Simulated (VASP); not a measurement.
# P (P2_1/c) in VASP: notebook, part 2 of 2

VASP 6.6.1. Earlier steps stand in the parts before.

**4. Single point, PBE**

INCAR

```
SYSTEM = P
PREC = Accurate
ENCUT = 520
EDIFF = 1E-7
ISMEAR = -1
SIGMA = 0.05
LREAL = .FALSE.
LASPH = .TRUE.
NELM = 60
ALGO = Normal
ISIF = 2
LWAVE = .FALSE.
LCHARG = .FALSE.
GGA = PE
NBANDS = 18
```

KPOINTS

```
regular mesh
0
G
  7 7 5
  0 0 0
```

POSCAR

```
P
1.0
    1.5930927468     -5.4485602939      0.0000000000
    1.7023935014      5.4815151563      0.0000000000
    0.0000000000      0.0000000000      4.5436355900
P
4
Direct
    0.9041431300      0.0958568700      0.5888151700
    0.0958568700      0.9041431300      0.4111848300
    0.5958568700      0.4041431300      0.0888151700
    0.4041431300      0.5958568700      0.9111848300
```

Potentials or basis: VASP PAW PBE potentials, release 64 (P).

Run with:

```sh
$ cat potpaw_PBE.64/P/POTCAR > POTCAR
$ mpirun -np 1 vasp_std > vasp.out
```

OUTCAR:

```text
SYSTEM = P
   PREC = Accurate
   ENCUT = 520
   EDIFF = 1E-7
   ISMEAR = -1
   LREAL = .FALSE.
   LASPH = .TRUE.
   NELM = 60
   ISIF = 2
   GGA = PE

 ion  position               nearest neighbor table
   1  0.904  0.096  0.589-   4 2.20   4 2.20   2 2.25
   2  0.096  0.904  0.411-   3 2.20   3 2.20   1 2.25
   3  0.596  0.404  0.089-   2 2.20   2 2.20   4 2.25
   4  0.404  0.596  0.911-   1 2.20   1 2.20   3 2.25

  LATTYP: Found a simple monoclinic cell.
 ALAT       =     3.2956510184
 B/A-ratio  =     1.3786761901
 C/A-ratio  =     1.7224776145
 COS(beta)  =    -0.2710261695

  Lattice vectors:

 A1 = (   3.2954862482,   0.0329548624,   0.0000000000)
 A2 = (   0.0000000000,   0.0000000000,  -4.5436355900)
 A3 = (  -1.5930927468,   5.4485602939,   0.0000000000)

Analysis of symmetry for initial positions (statically):
=====================================================================
 Subroutine PRICEL returns:
 Original cell was already a primitive cell.

 Routine SETGRP: Setting up the symmetry group for a
 simple monoclinic supercell.

 Subroutine GETGRP returns: Found  4 space group operations
 (whereof  2 operations were pure point group operations)
 out of a pool of  4 trial point group operations.

The static configuration has the point symmetry S_2 .
 The point group associated with its full space group is C_2h.

Analysis of symmetry for dynamics (positions and initial velocities):
=====================================================================
 Subroutine PRICEL returns:
 Original cell was already a primitive cell.

 Routine SETGRP: Setting up the symmetry group for a
 simple monoclinic supercell.

 Subroutine GETGRP returns: Found  4 space group operations
 (whereof  2 operations were pure point group operations)
 out of a pool of  4 trial point group operations.

The dynamic configuration has the point symmetry S_2 .
 The point group associated with its full space group is C_2h.

 Subroutine INISYM returns: Found  4 space group operations
 (whereof  2 operations are pure point group operations),
 and found     1 'primitive' translations

----------------------------------------------------------------------------------------

                                     Primitive cell

  volume of cell :      81.8225

  direct lattice vectors                    reciprocal lattice vectors
     1.593092747 -5.448560294  0.000000000     0.304390703 -0.094534584  0.000000000
     1.702393501  5.481515156  0.000000000     0.302560706  0.088465070  0.000000000
     0.000000000  0.000000000  4.543635590     0.000000000  0.000000000  0.220088073

  length of vectors
     5.676685105  5.739786759  4.543635590     0.318732627  0.315228567  0.220088073

  position of ions in fractional coordinates (direct lattice)
     0.904143130  0.095856870  0.588815170
     0.095856870  0.904143130  0.411184830
     0.595856870  0.404143130  0.088815170
     0.404143130  0.595856870  0.911184830

  ion indices of the primitive-cell ions
   primitive index   ion index
                 1           1
                 2           2
                 3           3
                 4           4

[... 24 lines left out ...]
 Found     75 irreducible k-points:

 Following reciprocal coordinates:
            Coordinates               Weight
  0.000000  0.000000  0.000000      1.000000
  0.142857  0.000000  0.000000      2.000000
  0.285714  0.000000  0.000000      2.000000
  0.428571  0.000000  0.000000      2.000000
 -0.000000  0.142857  0.000000      2.000000
  0.142857  0.142857  0.000000      2.000000
[... 16 lines left out ...]
 -0.428571  0.428571  0.000000      2.000000
 -0.285714  0.428571  0.000000      2.000000
 [... further k-points ...]
   k-points           NKPTS =     75   k-points in BZ     NKDIM =     75   number of bands    NBANDS=     18
   number of dos      NEDOS =    301   number of ions     NIONS =      4
   total plane-waves  NPLWV =  72576
   dimension x,y,z NGX =    42 NGY =   48 NGZ =   36
   dimension x,y,z NGXF=    84 NGYF=   96 NGZF=   72
   ions per type =               4
   NGX,Y,Z   is equivalent  to a cutoff of  12.30, 13.90, 13.17 a.u.
   NGXF,Y,Z  is equivalent  to a cutoff of  24.60, 27.81, 26.34 a.u.
 SYSTEM =  P
   PREC   = accura    normal or accurate (medium, high low for compatibility)
   ISTART =      0    job   : 0-new  1-cont  2-samecut
   ICHARG =      2    charge: 1-file 2-atom 10-const
   ISPIN  =      1    spin polarized calculation?
   LNONCOLLINEAR =      F non collinear calculations
   LSORBIT =      F    spin-orbit coupling
   LASPH  =      T    aspherical Exc in radial PAW
   ENCUT  =  520.0 eV  38.22 Ry    6.18 a.u.  10.55 10.67  8.45*2*pi/ulx,y,z
   NELM   =     60;   NELMIN=  2; NELMDL= -5     # of ELM steps
   EDIFF  = 0.1E-06   stopping-criterion for ELM
   LREAL  =      F    real-space projection
   EDIFFG = 0.1E-05   stopping-criterion for IOM
   NSW    =      0    number of steps for IOM
   IBRION =     -1    ionic relax: 0-MD 1-quasi-New 2-CG
   NFREE  =      0    steps in history (QN), initial steepest desc. (CG)
   ISIF   =      2    stress and relaxation
   ISYM   =      2    0-nonsym 1-usesym 2-fastsym
   POTIM  = 0.5000    time-step for ionic-motion
   TEBEG  =    0.0;   TEEND  =   0.0 temperature during run
   PSTRESS=    0.0 pullay stress
   NELECT =      20.0000    total number of electrons
   NUPDOWN=      -1.0000    fix difference up-down
   EMIN   =  10.00;   EMAX   =-10.00  energy-range for DOS
   EFERMI =   0.00;   METHOD = LEGACY
   ISMEAR =    -1;   SIGMA  =   0.05  broadening in eV -4-tet -1-fermi 0-gaus
   EFERMI_NEDOS =   21; number of points for ismear=-14 and -15
   IALGO  =     38    algorithm
   IMIX   =      4    mixing-type and parameters
     AMIX     =   0.40;   BMIX     =  1.00
     AMIX_MAG =   1.60;   BMIX_MAG =  1.00
  volume/ion in A,a.u.               =      20.46       138.04
  Fermi-wavevector in a.u.,A,eV,Ry     =   1.023593  1.934310 14.255400  1.047742
  Thomas-Fermi vector in A             =   2.157335
   LORBIT       =      0    0 simple, 1 ext, 2 COOP (PROOUT), +10 PAW based schemes
   GGA     = PE    functional components
   LHFCALC =     F    Hartree Fock is set to
   AEXX    =    0.0000 exact exchange contribution
   IVDW    =     0    specifies the selected vdW correction
   LEPSILON=     F    determine dielectric tensor
   LRPA    =     F    only Hartree local field effects (RPA)
 non-spin polarized calculation
  energy-cutoff  :      520.00
  volume of cell :       81.82
 maximum number of plane-waves:      2231
 NGX is ok and might be reduce to    42
   NGX = 21   NGY = 21   NGZ = 17

 number of electron      20.0000001 magnetization

 Free energy of the ion-electron system (eV)
  ---------------------------------------------------
  ext. energy  EPLUGINS =         0.00000000
  ---------------------------------------------------
  free energy    TOTEN  =       -21.48199462 eV

  energy without entropy =      -21.48142833  energy(sigma->0) =      -21.48171148

 E-fermi :   5.9466     XC(G=0):  -9.4251

 val. band max:        5.8239770210   @ k =  -0.4286   0.4286   0.0000
 cond. band min:       6.1180099491   @ k =  -0.4286   0.4286   0.0000
 fundamental gap:      0.2940329281
 Fermi energy:         5.9465885546

 k-point     1 :       0.0000    0.0000    0.0000
  band No.  band energies     occupation
      1      -9.9411      2.00000
      2      -7.1950      2.00000
      3      -3.9234      2.00000
      4      -0.8984      2.00000
      5       0.9132      2.00000
      6       0.9788      2.00000
[... 481 lines left out ...]
      5       0.2033      2.00000
      6       0.6779      2.00000
[... 10 lines left out ...]
     17      11.1542      0.00000
     18      11.6567      0.00000

 [... further k-points ...]

------------------------ aborting loop because EDIFF is reached ----------------------------------------

  FORCE on cell =-STRESS in cart. coord.  units (eV):
  Direction    XX          YY          ZZ          XY          YZ          ZX
  --------------------------------------------------------------------------------------
  -------------------------------------------------------------------------------------
  Total        0.8440759      0.7950137      0.9539930     -0.4308379      0.0000000      0.0000000
  in kB       16.5279646     15.5672707     18.6802657     -8.4362949      0.0000000      0.0000000
  external PRESSURE =      16.9251670 kB  Pullay stress =       0.0000000 kB

 VOLUME and BASIS-vectors are now :
 -----------------------------------------------------------------------------
  energy-cutoff  :      520.00
  volume of cell :       81.82
      direct lattice vectors                 reciprocal lattice vectors
     1.593092747 -5.448560294  0.000000000     0.304390703 -0.094534584  0.000000000
     1.702393501  5.481515156  0.000000000     0.302560706  0.088465070  0.000000000
     0.000000000  0.000000000  4.543635590     0.000000000  0.000000000  0.220088073

 POSITION                                       TOTAL-FORCE (eV/Angst)
 -----------------------------------------------------------------------------------
      1.60357     -4.40084      2.67536        -0.084045      0.119046     -0.261357
      1.69192      4.43379      1.86827         0.084045     -0.119046      0.261357
      1.63727     -1.03125      0.40354         0.084045     -0.119046     -0.261357
      1.65822      1.06420      4.14009        -0.084045      0.119046      0.261357
 -----------------------------------------------------------------------------------
    total drift:                               -0.000000     -0.000000     -0.000000

  FREE ENERGIE OF THE ION-ELECTRON SYSTEM (eV)
  ---------------------------------------------------
  free  energy   TOTEN  =       -21.4819946231 eV

  energy  without entropy=      -21.4814283304  energy(sigma->0) =      -21.48171148
```

OSZICAR:

```text
N       E                     dE             d eps       ncg     rms          rms(c)
DAV:   1     0.653667169386E+02    0.65367E+02   -0.82670E+03  2700   0.936E+02
DAV:   2    -0.173604783774E+02   -0.82727E+02   -0.79227E+02  3542   0.158E+02
DAV:   3    -0.216033981470E+02   -0.42429E+01   -0.42131E+01  3608   0.361E+01
DAV:   4    -0.216530313805E+02   -0.49633E-01   -0.49589E-01  3544   0.458E+00
DAV:   5    -0.216539756597E+02   -0.94428E-03   -0.94406E-03  3574   0.608E-01    0.104E+01
DAV:   6    -0.215316231818E+02    0.12235E+00   -0.65215E-02  3212   0.131E+00    0.619E+00
DAV:   7    -0.214816994783E+02    0.49924E-01   -0.11778E-01  3262   0.180E+00    0.294E-01
DAV:   8    -0.214818430435E+02   -0.14357E-03   -0.11789E-02  3060   0.611E-01    0.142E-01
DAV:   9    -0.214819420082E+02   -0.98965E-04   -0.45424E-04  3610   0.127E-01    0.788E-02
DAV:  10    -0.214819813502E+02   -0.39342E-04   -0.60915E-05  3258   0.418E-02    0.333E-02
DAV:  11    -0.214819941581E+02   -0.12808E-04   -0.17005E-05  3202   0.273E-02    0.103E-02
DAV:  12    -0.214819946881E+02   -0.53007E-06   -0.57274E-07  3552   0.435E-03    0.258E-03
DAV:  13    -0.214819946231E+02    0.65026E-07   -0.15763E-07  2492   0.233E-03
   1 F= -.21481995E+02 E0= -.21481711E+02  d E =-.566293E-03
```

Run time: 5.4 min. Hardware: 1 thread of Intel Xeon 8259CL, shared host; peak memory 0.28 GiB.

What came out:

| Property | Result |
| --- | --- |
| Free energy | -21.4820 eV |
| Pressure | 1.7 GPa |
| Largest force | 0.299 eV/Å |
| Band gap on the k mesh | 0.29 eV |

Forces in eV/Å, atoms in the order of the input:
```
P   -0.084  0.119 -0.261
P    0.084 -0.119  0.261
P    0.084 -0.119 -0.261
P   -0.084  0.119  0.261
```

Caveat: semilocal functionals underestimate gaps, and a narrow one can read as zero. A k mesh can miss the band edges.

**5. The runs side by side**

| cell | gap on the mesh (eV) | pressure (GPa) | largest force (eV/Å) |
| --- | --- | --- | --- |
| a = 5.724, b = 5.692, c = 4.544 Å, angles 90.0, 90.0, 146.4°, 4 atoms | 0.30 | 1.7 | 0.29 |
| a = 5.692, b = 5.724, c = 4.544 Å, angles 90.0, 90.0, 146.4°, 4 atoms | 0.30 | 1.7 | 0.29 |
| a = 5.677, b = 5.740, c = 4.544 Å, angles 90.0, 90.0, 146.4°, 4 atoms | 0.29 | 1.7 | 0.30 |

Alike in all rows: task single point; level PBE; potentials or basis VASP PAW PBE potentials, release 64 (P); no spin polarisation; k mesh 7 × 7 × 5; cutoff (eV) 520; smearing fermi-dirac 0.05 eV.

Caveats: semilocal functionals underestimate gaps, and a narrow one can read as zero.

Total energies depend on the potentials used, so only differences within one code and one set of settings carry meaning.
